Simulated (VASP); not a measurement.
# GeS (Pnma) in VASP: relaxation of cell and atoms with PBE+D3(BJ)

Aim: the relaxation of cell and atoms of GeS with PBE+D3(BJ).

All numbers are computed with VASP 6.6.1; they aren't measurements. Logs are shortened: lines on timing, memory, paths and dates and some standing lists are left out, and cuts for length are marked.

**1. The cell of the first run**

Symmetry: Pnma, No. 62, orthorhombic system. The conventional cell has a = 10.481 Å, b = 3.646 Å, c = 4.299 Å, α = 90.00°, β = 90.00°, γ = 90.00°. Within 3.4 Å of Ge (site symmetry m) lie 6 S at 2.44 to 3.28 Å and 2 Ge at 3.33 Å. Within 3.3 Å of S (site symmetry m) lie 6 Ge at 2.44 to 3.28 Å.

**2. Relaxation of cell and atoms, PBE+D3(BJ)**

File INCAR:

```
SYSTEM = GeS
  ALGO = Normal
  EDIFF = 1E-7
  EDIFFG = -0.005
  ENCUT = 500
  GGA = PE
  GGA_COMPAT = .FALSE.
  IBRION = 2
  ISIF = 3
  ISMEAR = -1
  IVDW = 12
  LASPH = .TRUE.
  LCHARG = .FALSE.
  LREAL = .FALSE.
  LWAVE = .FALSE.
  NELM = 120
  NELMIN = 4
  NSW = 80
  PREC = Accurate
  SIGMA = 0.02
```

File KPOINTS:

```
k-points
0
G
  2 6 6
  0 0 0
```

File POSCAR:

```
GeS
1.0
   10.4810000000      0.0000000000      0.0000000000
    0.0000000000      3.6460000000      0.0000000000
    0.0000000000      0.0000000000      4.2990000000
Ge S
4 4
Direct
    0.1221000000      0.2500000000      0.1277000000
    0.3779000000      0.7500000000      0.6277000000
    0.6221000000      0.2500000000      0.3723000000
    0.8779000000      0.7500000000      0.8723000000
    0.8495000000      0.2500000000      0.5023000000
    0.6505000000      0.7500000000      0.0023000000
    0.3495000000      0.2500000000      0.9977000000
    0.1505000000      0.7500000000      0.4977000000
```

Potentials or basis: VASP PAW PBE potentials, release 64 (Ge_d, S).

Started as:

```
cat potpaw_PBE.64/Ge_d/POTCAR potpaw_PBE.64/S/POTCAR > POTCAR
mpirun -np 1 vasp_std > vasp.out
```

OUTCAR:

```text
SYSTEM = GeS
   EDIFF = 1E-7
   EDIFFG = -0.005
   ENCUT = 500
   GGA = PE
   IBRION = 2
   ISIF = 3
   ISMEAR = -1
   IVDW = 12
   LASPH = .TRUE.
   LREAL = .FALSE.
   NELM = 120
   NELMIN = 4
   NSW = 80
   PREC = Accurate
 IVDW          = 12

 ion  position               nearest neighbor table
   1  0.122  0.250  0.128-   8 2.44   8 2.44   7 2.45
   2  0.378  0.750  0.628-   7 2.44   7 2.44   8 2.45
   3  0.622  0.250  0.372-   6 2.44   6 2.44   5 2.45
   4  0.878  0.750  0.872-   5 2.44   5 2.44   6 2.45
   5  0.849  0.250  0.502-   4 2.44   4 2.44   3 2.45
   6  0.651  0.750  0.002-   3 2.44   3 2.44   4 2.45
   7  0.349  0.250  0.998-   2 2.44   2 2.44   1 2.45
   8  0.151  0.750  0.498-   1 2.44   1 2.44   2 2.45

  LATTYP: Found a simple orthorhombic cell.
 ALAT       =     3.6460000000
 B/A-ratio  =     1.1791003840
 C/A-ratio  =     2.8746571585

  Lattice vectors:

 A1 = (   0.0000000000,   3.6460000000,   0.0000000000)
 A2 = (   0.0000000000,   0.0000000000,   4.2990000000)
 A3 = (  10.4810000000,   0.0000000000,   0.0000000000)

Analysis of symmetry for initial positions (statically):
=====================================================================
 Subroutine PRICEL returns:
 Original cell was already a primitive cell.

 Routine SETGRP: Setting up the symmetry group for a
 simple orthorhombic supercell.

 Subroutine GETGRP returns: Found  8 space group operations
 (whereof  2 operations were pure point group operations)
 out of a pool of  8 trial point group operations.

The static configuration has the point symmetry S_2 .
 The point group associated with its full space group is D_2h.

Analysis of symmetry for dynamics (positions and initial velocities):
=====================================================================
 Subroutine PRICEL returns:
 Original cell was already a primitive cell.

 Routine SETGRP: Setting up the symmetry group for a
 simple orthorhombic supercell.

 Subroutine GETGRP returns: Found  8 space group operations
 (whereof  2 operations were pure point group operations)
 out of a pool of  8 trial point group operations.

The dynamic configuration has the point symmetry S_2 .
 The point group associated with its full space group is D_2h.

 Subroutine INISYM returns: Found  8 space group operations
 (whereof  2 operations are pure point group operations),
 and found     1 'primitive' translations

----------------------------------------------------------------------------------------

                                     Primitive cell

  volume of cell :     164.2808

  direct lattice vectors                    reciprocal lattice vectors
    10.481000000  0.000000000  0.000000000     0.095410743  0.000000000  0.000000000
     0.000000000  3.646000000  0.000000000     0.000000000  0.274273176  0.000000000
     0.000000000  0.000000000  4.299000000     0.000000000  0.000000000  0.232612235

  length of vectors
    10.481000000  3.646000000  4.299000000     0.095410743  0.274273176  0.232612235

  position of ions in fractional coordinates (direct lattice)
     0.122100000  0.250000000  0.127700000
     0.377900000  0.750000000  0.627700000
     0.622100000  0.250000000  0.372300000
     0.877900000  0.750000000  0.872300000
     0.849500000  0.250000000  0.502300000
     0.650500000  0.750000000  0.002300000
     0.349500000  0.250000000  0.997700000
     0.150500000  0.750000000  0.497700000

  ion indices of the primitive-cell ions
   primitive index   ion index
                 1           1
                 2           2
                 3           3
                 4           4
                 5           5
                 6           6
                 7           7
                 8           8

----------------------------------------------------------------------------------------

 KPOINTS: k-points

Automatic generation of k-mesh.
 Grid dimensions read from file:
 generate k-points for:    2    6    6

 Generating k-lattice:

  Cartesian coordinates                     Fractional coordinates (reciprocal lattice)
     0.047705372  0.000000000  0.000000000     0.500000000  0.000000000  0.000000000
     0.000000000  0.045712196  0.000000000     0.000000000  0.166666667  0.000000000
     0.000000000  0.000000000  0.038768706     0.000000000  0.000000000  0.166666667

  Length of vectors
     0.047705372  0.045712196  0.038768706

  Shift w.r.t. Gamma in fractional coordinates (k-lattice)
     0.000000000  0.000000000  0.000000000

 Subroutine IBZKPT returns following result:
 ===========================================

 Found     32 irreducible k-points:

 Following reciprocal coordinates:
            Coordinates               Weight
  0.000000  0.000000  0.000000      1.000000
  0.500000  0.000000  0.000000      1.000000
  0.000000  0.166667  0.000000      2.000000
  0.500000  0.166667  0.000000      2.000000
  0.000000  0.333333  0.000000      2.000000
  0.500000  0.333333  0.000000      2.000000
[... 16 lines left out ...]
  0.000000  0.500000  0.333333      2.000000
  0.500000  0.500000  0.333333      2.000000
 [... further k-points ...]
   k-points           NKPTS =     32   k-points in BZ     NKDIM =     32   number of bands    NBANDS=     48
   number of dos      NEDOS =    301   number of ions     NIONS =      8
   total plane-waves  NPLWV =  71680
   dimension x,y,z NGX =    80 NGY =   28 NGZ =   32
   dimension x,y,z NGXF=   160 NGYF=   56 NGZF=   64
   ions per type =               4   4
   NGX,Y,Z   is equivalent  to a cutoff of  12.69, 12.77, 12.37 a.u.
   NGXF,Y,Z  is equivalent  to a cutoff of  25.38, 25.53, 24.75 a.u.
 SYSTEM =  GeS
   PREC   = accura    normal or accurate (medium, high low for compatibility)
   ISTART =      0    job   : 0-new  1-cont  2-samecut
   ICHARG =      2    charge: 1-file 2-atom 10-const
   ISPIN  =      1    spin polarized calculation?
   LNONCOLLINEAR =      F non collinear calculations
   LSORBIT =      F    spin-orbit coupling
   LASPH  =      T    aspherical Exc in radial PAW
   ENCUT  =  500.0 eV  36.75 Ry    6.06 a.u.  19.11  6.65  7.84*2*pi/ulx,y,z
   NELM   =    120;   NELMIN=  4; NELMDL= -5     # of ELM steps
   EDIFF  = 0.1E-06   stopping-criterion for ELM
   LREAL  =      F    real-space projection
   EDIFFG = -.5E-02   stopping-criterion for IOM
   NSW    =     80    number of steps for IOM
   IBRION =      2    ionic relax: 0-MD 1-quasi-New 2-CG
   NFREE  =      1    steps in history (QN), initial steepest desc. (CG)
   ISIF   =      3    stress and relaxation
   ISYM   =      2    0-nonsym 1-usesym 2-fastsym
   POTIM  = 0.5000    time-step for ionic-motion
   TEBEG  =    0.0;   TEEND  =   0.0 temperature during run
   PSTRESS=    0.0 pullay stress
   NELECT =      80.0000    total number of electrons
   NUPDOWN=      -1.0000    fix difference up-down
   EMIN   =  10.00;   EMAX   =-10.00  energy-range for DOS
   EFERMI =   0.00;   METHOD = LEGACY
   ISMEAR =    -1;   SIGMA  =   0.02  broadening in eV -4-tet -1-fermi 0-gaus
   EFERMI_NEDOS =   21; number of points for ismear=-14 and -15
   IALGO  =     38    algorithm
   IMIX   =      4    mixing-type and parameters
     AMIX     =   0.40;   BMIX     =  1.00
     AMIX_MAG =   1.60;   BMIX_MAG =  1.00
  volume/ion in A,a.u.               =      20.54       138.58
  Fermi-wavevector in a.u.,A,eV,Ry     =   1.287980  2.433930 22.570613  1.658893
  Thomas-Fermi vector in A             =   2.419962
   LORBIT       =      0    0 simple, 1 ext, 2 COOP (PROOUT), +10 PAW based schemes
   GGA     = PE    functional components
   LHFCALC =     F    Hartree Fock is set to
   AEXX    =    0.0000 exact exchange contribution
   IVDW    =    12    specifies the selected vdW correction
   LEPSILON=     F    determine dielectric tensor
   LRPA    =     F    only Hartree local field effects (RPA)
 conjugate gradient relaxation of ions
 non-spin polarized calculation
  energy-cutoff  :      500.00
  volume of cell :      164.28
 maximum number of plane-waves:      4224
 NGX is ok and might be reduce to    80
   NGX = 39   NGY = 13   NGZ = 15

--------------------------------------- Ionic step        1  -------------------------------------------

 number of electron      79.9999994 magnetization

 Free energy of the ion-electron system (eV)
  ---------------------------------------------------
  ext. energy  EPLUGINS =         0.00000000
  ---------------------------------------------------
  free energy    TOTEN  =       -36.56546022 eV

  energy without entropy =      -36.56546022  energy(sigma->0) =      -36.56546022

 E-fermi :   5.4308     XC(G=0): -10.1141

 val. band max:        4.9831534705   @ k =   0.0000   0.0000   0.0000
 cond. band min:       6.1058098571   @ k =   0.0000   0.0000   0.0000
 fundamental gap:      1.1226563866
 Fermi energy:         5.4308175326

 k-point     1 :       0.0000    0.0000    0.0000
  band No.  band energies     occupation
      1     -19.4164      2.00000
      2     -19.4127      2.00000
      3     -19.4084      2.00000
      4     -19.4059      2.00000
      5     -19.4049      2.00000
      6     -19.4032      2.00000
[... 1213 lines left out ...]
     47       9.0023      0.00000
     48       9.0023      0.00000

 [... further k-points ...]

------------------------ aborting loop because EDIFF is reached ----------------------------------------

 Edisp (eV)   -2.61594

 E8    (eV) :    -1.0648

  FORCE on cell =-STRESS in cart. coord.  units (eV):
  Direction    XX          YY          ZZ          XY          YZ          ZX
  --------------------------------------------------------------------------------------
  -------------------------------------------------------------------------------------
  Total       2.38731     2.55415     2.15787     0.00000     0.00000     0.00000
  in kB      23.28265    24.90977    21.04500     0.00000     0.00000     0.00000
  external pressure =       23.08 kB  Pullay stress =        0.00 kB
[... 115 lines left out ...]
  FREE ENERGIE OF THE ION-ELECTRON SYSTEM (eV)
  ---------------------------------------------------
  free  energy   TOTEN  =       -39.2239323188 eV

  energy  without entropy=      -39.2239323188  energy(sigma->0) =      -39.22393232

[... ionic steps 4 to 30 ...]

--------------------------------------- Ionic step       31  -------------------------------------------

 number of electron      80.0000029 magnetization

------------------------ aborting loop because EDIFF is reached ----------------------------------------

 Edisp (eV)   -2.61742

 E8    (eV) :    -1.0682
[... 81 lines left out ...]
  energy  without entropy=      -39.2351990581  energy(sigma->0) =      -39.23519906

--------------------------------------- Ionic step       33  -------------------------------------------

 number of electron      80.0000034 magnetization

 Free energy of the ion-electron system (eV)
  ---------------------------------------------------
  ext. energy  EPLUGINS =         0.00000000
  ---------------------------------------------------
  free energy    TOTEN  =       -36.61766586 eV

  energy without entropy =      -36.61766586  energy(sigma->0) =      -36.61766586

 E-fermi :   4.9784     XC(G=0):  -9.9158

 val. band max:        4.5168071329   @ k =   0.0000   0.0000   0.3333
 cond. band min:       5.7298671457   @ k =   0.0000   0.0000   0.0000
 fundamental gap:      1.2130600128
 Fermi energy:         4.9783579113

 k-point     1 :       0.0000    0.0000    0.0000
  band No.  band energies     occupation
      1     -19.8187      2.00000
      2     -19.8164      2.00000
      3     -19.8118      2.00000
      4     -19.8104      2.00000
      5     -19.8102      2.00000
      6     -19.8091      2.00000
[... 1213 lines left out ...]
     47       8.5518      0.00000
     48       8.5518      0.00000

 [... further k-points ...]

------------------------ aborting loop because EDIFF is reached ----------------------------------------

 Edisp (eV)   -2.61757

 E8    (eV) :    -1.0682

  FORCE on cell =-STRESS in cart. coord.  units (eV):
  Direction    XX          YY          ZZ          XY          YZ          ZX
  --------------------------------------------------------------------------------------
  -------------------------------------------------------------------------------------
  Total      -0.03224    -0.03336     0.00051     0.00000     0.00000     0.00000
  in kB      -0.30229    -0.31276     0.00483     0.00000     0.00000     0.00000
  external pressure =       -0.20 kB  Pullay stress =        0.00 kB
[... 23 lines left out ...]
  FREE ENERGIE OF THE ION-ELECTRON SYSTEM (eV)
  ---------------------------------------------------
  free  energy   TOTEN  =       -39.2352327380 eV

  energy  without entropy=      -39.2352327380  energy(sigma->0) =      -39.23523274

 reached required accuracy - stopping structural energy minimisation
```

It took 32 min on 1 thread of AMD EPYC 9R45 (Zen 5), shared host; peak memory 0.35 GiB.

Results:

```
Free energy                           : -39.2352 eV
Relaxed volume                        : 21.36 Å³/atom
Relaxed cell                          : a = 10.675 Å, b = 3.686 Å, c = 4.342 Å, α = 90.00°, β = 90.00°, γ = 90.00°
Space group after relaxing (to 0.1 Å) : Pnma (No. 62)
Energy gained by relaxing             : 6.7 meV/atom
Ionic steps                           : 33
Pressure after relaxing               : 0.0 GPa
Largest force after relaxing          : 0.004 eV/Å
Band gap on the k mesh                : 1.21 eV (least direct gap 1.23 eV)
Dispersion energy per atom            : -0.327 eV
```

Forces in eV/Å, atoms in the order of the input:
```
Ge   0.002  0.000  0.003
Ge  -0.002  0.000  0.003
Ge   0.002  0.000 -0.003
Ge  -0.002  0.000 -0.003
S   -0.004  0.000 -0.002
S    0.004  0.000 -0.002
S   -0.004  0.000  0.002
S    0.004  0.000  0.002
```

The path:
```tsv
step	energy change (eV)	largest force (eV/Å)	pressure (GPa)	volume (Å³)
1	0.0000	0.0942	2.31	164.28
2	-0.0375	0.2211	-0.85	171.41
3	-0.0425	0.1695	0.01	169.70
4	-0.0474	0.1176	-0.07	170.22
5	-0.0507	0.0510	-0.18	170.98
6	-0.0508	0.0425	-0.20	171.13
7	-0.0518	0.0454	0.23	170.41
8	-0.0518	0.0434	0.16	170.52
9	-0.0530	0.0189	0.06	170.74
10	-0.0531	0.0187	0.01	170.86
11	-0.0533	0.0135	-0.03	170.93
12	-0.0533	0.0116	-0.03	170.96
13	-0.0533	0.0154	-0.05	171.02
14	-0.0534	0.0126	-0.02	171.00
15	-0.0535	0.0138	0.01	170.93
16	-0.0535	0.0155	0.06	170.89
17	-0.0536	0.0109	-0.03	170.99
18	-0.0536	0.0100	-0.02	171.00
19	-0.0536	0.0084	-0.04	171.04
20	-0.0536	0.0082	-0.02	171.00
21	-0.0537	0.0104	-0.02	170.92
22	-0.0536	0.0162	0.01	170.75
23	-0.0537	0.0118	-0.01	170.88
24	-0.0537	0.0080	0.02	170.83
25	-0.0537	0.0070	0.02	170.82
26	-0.0537	0.0062	0.03	170.79
27	-0.0537	0.0065	0.02	170.81
28	-0.0538	0.0053	-0.01	170.86
29	-0.0538	0.0062	-0.04	170.90
30	-0.0538	0.0082	-0.08	170.98
31	-0.0538	0.0068	-0.04	170.93
32	-0.0538	0.0062	-0.04	170.92
33	-0.0538	0.0044	-0.02	170.88
```

Final structure:
```
Ge S
1.0
    10.67494    0.00000    0.00000
     0.00000    3.68638    0.00000
     0.00000    0.00000    4.34245
Ge S
4 4
Direct
  0.12508 0.25000 0.13112
  0.37492 0.75000 0.63112
  0.62508 0.25000 0.36888
  0.87492 0.75000 0.86888
  0.84931 0.25000 0.49788
  0.65069 0.75000 0.99788
  0.34931 0.25000 0.00212
  0.15069 0.75000 0.50212
```

A k mesh can miss the band edges. Zero-point motion and thermal expansion aren't in these numbers.
